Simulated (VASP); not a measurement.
# MgI2 (P-3m1) in VASP: further runs

The runs below take MgI2 through single point, with PBE.

Program: VASP 6.6.1. These are calculated values, not measurements. Logs are shortened: lines on timing, memory, paths and dates and some standing lists are left out, and cuts for length are marked.

### 1 The cell of the first run

The structure is trigonal, space group P-3m1 (No. 164). Conventional cell: a = 4.029 Å, b = 4.029 Å, c = 6.965 Å, α = 90.00°, β = 90.00°, γ = 120.00°. Mg (site symmetry -3m) has 6 I at 2.87 Å within 3.8 Å. I (site symmetry 3m) has 3 Mg at 2.87 Å within 3.8 Å.

### 2 Single point, PBE (strain -0.030 along x and y, +0.015 along z)

INCAR reads:

```
SYSTEM = MgI2
PREC = Accurate
ENCUT = 520
EDIFF = 1E-6
ISMEAR = 0
SIGMA = 0.05
LREAL = .False.
LASPH = .True.
NELM = 100
ALGO = Normal
ISIF = 2
LWAVE = .False.
LCHARG = .False.
GGA = PE
NBANDS = 15
```

KPOINTS reads:

```
regular mesh
0
Gamma
  6 6 4
  0 0 0
```

POSCAR reads:

```
MgI2
1.0
    4.0290891177      0.0000000000      0.0000000000
   -2.0145445589      3.4892935301      0.0000000000
    0.0000000000      0.0000000000      6.9649300000
Mg I
1 2
Direct
    0.0000000000      0.0000000000      0.0000000000
    0.3333333333      0.6666666667      0.7576300000
    0.6666666667      0.3333333333      0.2423700000
```

Potentials or basis: VASP PAW PBE potentials, release 64 (Mg, I).

On the command line:

```sh
$ cat potpaw_PBE.64/Mg/POTCAR potpaw_PBE.64/I/POTCAR > POTCAR
$ mpirun -np 1 vasp_std > vasp.out
```

OUTCAR:

```text
SYSTEM = MgI2
   PREC = Accurate
   ENCUT = 520
   EDIFF = 1E-6
   ISMEAR = 0
   LREAL = .False.
   LASPH = .True.
   NELM = 100
   ISIF = 2
   GGA = PE

 ion  position               nearest neighbor table
   1  0.000  0.000  0.000-   2 2.87   3 2.87   3 2.87   2 2.87   3 2.87   2 2.87
   2  0.333  0.667  0.758-   1 2.87   1 2.87   1 2.87
   3  0.667  0.333  0.242-   1 2.87   1 2.87   1 2.87

  LATTYP: Found a hexagonal cell.
 ALAT       =     4.0290891177
 C/A-ratio  =     1.7286611928

  Lattice vectors:

 A1 = (   4.0290891177,   0.0000000000,   0.0000000000)
 A2 = (  -2.0145445589,   3.4892935301,   0.0000000000)
 A3 = (   0.0000000000,   0.0000000000,   6.9649300000)

Analysis of symmetry for initial positions (statically):
=====================================================================
 Subroutine PRICEL returns:
 Original cell was already a primitive cell.

 Routine SETGRP: Setting up the symmetry group for a
 hexagonal supercell.

 Subroutine GETGRP returns: Found 12 space group operations
 (whereof 12 operations were pure point group operations)
 out of a pool of 24 trial point group operations.

The static configuration has the point symmetry D_3d.

Analysis of symmetry for dynamics (positions and initial velocities):
=====================================================================
 Subroutine PRICEL returns:
 Original cell was already a primitive cell.

 Routine SETGRP: Setting up the symmetry group for a
 hexagonal supercell.

 Subroutine GETGRP returns: Found 12 space group operations
 (whereof 12 operations were pure point group operations)
 out of a pool of 24 trial point group operations.

The dynamic configuration has the point symmetry D_3d.

 Subroutine INISYM returns: Found 12 space group operations
 (whereof 12 operations are pure point group operations),
 and found     1 'primitive' translations

----------------------------------------------------------------------------------------

                                     Primitive cell

  volume of cell :      97.9177

  direct lattice vectors                    reciprocal lattice vectors
     4.029089118  0.000000000  0.000000000     0.248195056  0.143295483  0.000000000
    -2.014544559  3.489293530  0.000000000     0.000000000  0.286590965  0.000000000
     0.000000000  0.000000000  6.964930000     0.000000000  0.000000000  0.143576461

  length of vectors
     4.029089118  4.029089118  6.964930000     0.286590965  0.286590965  0.143576461

  position of ions in fractional coordinates (direct lattice)
     0.000000000  0.000000000  0.000000000
     0.333333333  0.666666667  0.757630000
     0.666666667  0.333333333  0.242370000

  ion indices of the primitive-cell ions
   primitive index   ion index
                 1           1
                 2           2
                 3           3

----------------------------------------------------------------------------------------

 KPOINTS: regular mesh

Automatic generation of k-mesh.
 Grid dimensions read from file:
 generate k-points for:    6    6    4

 Generating k-lattice:

  Cartesian coordinates                     Fractional coordinates (reciprocal lattice)
     0.041365843  0.023882580  0.000000000     0.166666667  0.000000000  0.000000000
     0.000000000  0.047765161  0.000000000     0.000000000  0.166666667  0.000000000
     0.000000000  0.000000000  0.035894115     0.000000000  0.000000000  0.250000000

  Length of vectors
     0.047765161  0.047765161  0.035894115

  Shift w.r.t. Gamma in fractional coordinates (k-lattice)
     0.000000000  0.000000000  0.000000000

 Subroutine IBZKPT returns following result:
 ===========================================

 Found     24 irreducible k-points:

 Following reciprocal coordinates:
            Coordinates               Weight
  0.000000  0.000000  0.000000      1.000000
  0.166667  0.000000  0.000000      6.000000
  0.333333  0.000000  0.000000      6.000000
  0.500000  0.000000  0.000000      3.000000
  0.166667  0.166667  0.000000      6.000000
  0.333333  0.166667  0.000000     12.000000
[... 16 lines left out ...]
  0.333333  0.166667  0.500000     12.000000
  0.333333  0.333333  0.500000      2.000000
   k-points           NKPTS =     24   k-points in BZ     NKDIM =     24   number of bands    NBANDS=     15
   number of dos      NEDOS =    301   number of ions     NIONS =      3
   total plane-waves  NPLWV =  48600
   dimension x,y,z NGX =    30 NGY =   30 NGZ =   54
   dimension x,y,z NGXF=    60 NGYF=   60 NGZF=  108
   ions per type =               1   2
   NGX,Y,Z   is equivalent  to a cutoff of  12.38, 12.38, 12.89 a.u.
   NGXF,Y,Z  is equivalent  to a cutoff of  24.76, 24.76, 25.78 a.u.
 SYSTEM =  MgI2
   PREC   = accura    normal or accurate (medium, high low for compatibility)
   ISTART =      0    job   : 0-new  1-cont  2-samecut
   ICHARG =      2    charge: 1-file 2-atom 10-const
   ISPIN  =      1    spin polarized calculation?
   LNONCOLLINEAR =      F non collinear calculations
   LSORBIT =      F    spin-orbit coupling
   LASPH  =      T    aspherical Exc in radial PAW
   ENCUT  =  520.0 eV  38.22 Ry    6.18 a.u.   7.49  7.49 12.95*2*pi/ulx,y,z
   NELM   =    100;   NELMIN=  2; NELMDL= -5     # of ELM steps
   EDIFF  = 0.1E-05   stopping-criterion for ELM
   LREAL  =      F    real-space projection
   EDIFFG = 0.1E-04   stopping-criterion for IOM
   NSW    =      0    number of steps for IOM
   IBRION =     -1    ionic relax: 0-MD 1-quasi-New 2-CG
   NFREE  =      0    steps in history (QN), initial steepest desc. (CG)
   ISIF   =      2    stress and relaxation
   ISYM   =      2    0-nonsym 1-usesym 2-fastsym
   POTIM  = 0.5000    time-step for ionic-motion
   TEBEG  =    0.0;   TEEND  =   0.0 temperature during run
   PSTRESS=    0.0 pullay stress
   NELECT =      16.0000    total number of electrons
   NUPDOWN=      -1.0000    fix difference up-down
   EMIN   =  10.00;   EMAX   =-10.00  energy-range for DOS
   EFERMI =   0.00;   METHOD = LEGACY
   ISMEAR =     0;   SIGMA  =   0.05  broadening in eV -4-tet -1-fermi 0-gaus
   EFERMI_NEDOS =   21; number of points for ismear=-14 and -15
   IALGO  =     38    algorithm
   IMIX   =      4    mixing-type and parameters
     AMIX     =   0.40;   BMIX     =  1.00
     AMIX_MAG =   1.60;   BMIX_MAG =  1.00
  volume/ion in A,a.u.               =      32.64       220.26
  Fermi-wavevector in a.u.,A,eV,Ry     =   0.895010  1.691323 10.898845  0.801043
  Thomas-Fermi vector in A             =   2.017287
   LORBIT       =      0    0 simple, 1 ext, 2 COOP (PROOUT), +10 PAW based schemes
   GGA     = PE    functional components
   LHFCALC =     F    Hartree Fock is set to
   AEXX    =    0.0000 exact exchange contribution
   IVDW    =     0    specifies the selected vdW correction
   LEPSILON=     F    determine dielectric tensor
   LRPA    =     F    only Hartree local field effects (RPA)
 non-spin polarized calculation
 Gauss-broadening in eV      SIGMA  =   0.05
  energy-cutoff  :      520.00
  volume of cell :       97.92
 maximum number of plane-waves:      2666
 NGX is ok and might be reduce to    30
   NGX = 15   NGY = 15   NGZ = 25

 number of electron      15.9999999 magnetization

 Free energy of the ion-electron system (eV)
  ---------------------------------------------------
  ext. energy  EPLUGINS =         0.00000000
  ---------------------------------------------------
  free energy    TOTEN  =        -7.62676886 eV

  energy without entropy =       -7.62676886  energy(sigma->0) =       -7.62676886

 E-fermi :   3.0641     XC(G=0):  -8.3993

 val. band max:        2.8000549083   @ k =   0.0000   0.0000   0.0000
 cond. band min:       6.3195104061   @ k =   0.5000   0.0000   0.2500
 fundamental gap:      3.5194554978
 Fermi energy:         3.0641056392

 k-point     1 :       0.0000    0.0000    0.0000
  band No.  band energies     occupation
      1      -9.5515      2.00000
      2      -8.8286      2.00000
      3      -1.0766      2.00000
      4       2.4286      2.00000
      5       2.4286      2.00000
      6       2.5456      2.00000
      7       2.8001      2.00000
      8       2.8001      2.00000
      9       6.7197      0.00000
     10       7.7220      0.00000
     11       9.6708      0.00000
     12       9.6708      0.00000
     13       9.9071      0.00000
     14      10.9909      0.00000
     15      10.9909      0.00000

 k-point     2 :       0.1667    0.0000    0.0000
  band No.  band energies     occupation
      1      -9.3857      2.00000
      2      -8.7300      2.00000
      3      -0.8575      2.00000
      4       1.2945      2.00000
      5       1.8027      2.00000
      6       2.0881      2.00000
      7       2.4797      2.00000
      8       2.7029      2.00000
      9       7.6060      0.00000
     10       8.2666      0.00000
     11       9.1484      0.00000
     12       9.8958      0.00000
     13      10.0562      0.00000
     14      10.8327      0.00000
     15      11.3886      0.00000

 k-point     3 :       0.3333    0.0000    0.0000
  band No.  band energies     occupation
      1      -8.9876      2.00000
      2      -8.5435      2.00000
      3      -0.6137      2.00000
      4      -0.0649      2.00000
      5       0.5827      2.00000
      6       1.6009      2.00000
      7       2.1468      2.00000
      8       2.4235      2.00000
      9       6.9215      0.00000
     10       8.2438      0.00000
     11       8.5224      0.00000
     12       9.9897      0.00000
     13      10.2165      0.00000
     14      11.4195      0.00000
     15      12.1303      0.00000
[... 343 lines left out ...]
 k-point    23 :       0.3333    0.1667    0.5000
  band No.  band energies     occupation
      1      -8.6663      2.00000
      2      -8.5426      2.00000
      3      -0.8893      2.00000
      4      -0.4357      2.00000
      5       0.7257      2.00000
      6       1.0715      2.00000
      7       1.8775      2.00000
      8       2.0250      2.00000
      9       7.1052      0.00000
     10       8.1732      0.00000
     11       8.8887      0.00000
     12       9.7242      0.00000
     13       9.8868      0.00000
     14      10.9619      0.00000
     15      12.2608      0.00000

 k-point    24 :       0.3333    0.3333    0.5000
  band No.  band energies     occupation
      1      -8.5167      2.00000
      2      -8.5167      2.00000
      3      -0.5990      2.00000
      4      -0.1948      2.00000
      5      -0.1948      2.00000
      6       0.3170      2.00000
      7       2.0309      2.00000
      8       2.0309      2.00000
      9       7.5917      0.00000
     10       8.3382      0.00000
     11       8.3382      0.00000
     12       9.8976      0.00000
     13      11.4905      0.00000
     14      11.5707      0.00000
     15      11.8254      0.00000

------------------------ aborting loop because EDIFF is reached ----------------------------------------

  FORCE on cell =-STRESS in cart. coord.  units (eV):
  Direction    XX          YY          ZZ          XY          YZ          ZX
  --------------------------------------------------------------------------------------
  -------------------------------------------------------------------------------------
  Total        2.0853924      2.0853924      1.2455547     -0.0000000      0.0000000      0.0000000
  in kB       34.1222159     34.1222159     20.3803785     -0.0000000      0.0000000      0.0000000
  external PRESSURE =      29.5416034 kB  Pullay stress =       0.0000000 kB

 VOLUME and BASIS-vectors are now :
 -----------------------------------------------------------------------------
  energy-cutoff  :      520.00
  volume of cell :       97.92
      direct lattice vectors                 reciprocal lattice vectors
     4.029089118  0.000000000  0.000000000     0.248195056  0.143295483  0.000000000
    -2.014544559  3.489293530  0.000000000     0.000000000  0.286590965  0.000000000
     0.000000000  0.000000000  6.964930000     0.000000000  0.000000000  0.143576461

 POSITION                                       TOTAL-FORCE (eV/Angst)
 -----------------------------------------------------------------------------------
      0.00000      0.00000      0.00000         0.000000      0.000000      0.000000
     -0.00000      2.32620      5.27684        -0.000000      0.000000     -0.141848
      2.01454      1.16310      1.68809         0.000000      0.000000      0.141848
 -----------------------------------------------------------------------------------
    total drift:                                0.000000     -0.000000     -0.000000

  FREE ENERGIE OF THE ION-ELECTRON SYSTEM (eV)
  ---------------------------------------------------
  free  energy   TOTEN  =        -7.6267688598 eV

  energy  without entropy=       -7.6267688598  energy(sigma->0) =       -7.62676886
```

Wall time 16 s (1 thread of Intel Xeon 6975P-C (Granite Rapids), shared host); peak memory 0.21 GiB.

Results:

| Item | Value |
| --- | --- |
| Free energy | -7.6268 eV |
| Pressure | 3.0 GPa |
| Largest force | 0.142 eV/Å |
| Band gap on the k mesh | 3.52 eV, indirect (least direct gap 3.92 eV) |

Forces in eV/Å, atoms in the order of the input:
```
Mg   0.000  0.000  0.000
I    0.000  0.000 -0.142
I    0.000  0.000  0.142
```

Stress tensor (GPa, compression positive):
```
3.41 0.00 0.00
0.00 3.41 0.00
0.00 0.00 2.04
```

Levels at points of the mesh, in eV from the valence-band top:
```tsv
k point	band 4	band 5	band 6	band 7	band 8	band 9	band 10	band 11	band 12	band 13
(0.00, 0.00, 0.00)	-0.37	-0.37	-0.25	0.00	0.00	3.92	4.92	6.87	6.87	7.11
(0.50, 0.00, 0.00)	-3.16	-2.09	-1.40	-1.09	-0.52	3.65	5.28	5.28	7.01	7.67
(0.00, 0.00, 0.50)	-1.73	-0.28	-0.28	-0.09	-0.09	4.95	5.01	6.71	6.71	7.90
(0.50, 0.00, 0.50)	-3.51	-1.38	-1.24	-1.01	-0.74	3.52	5.05	5.37	5.88	7.76
```

Caveat: the cell differs from its parent crystal (strain -0.030 along x and y, +0.015 along z); spin-orbit coupling is left out, which moves the levels of the heavy elements; this functional lacks dispersion, which binds the layers, so the pressure and a relaxed spacing across them are unreliable.

(Continued in part 2 of 3.)
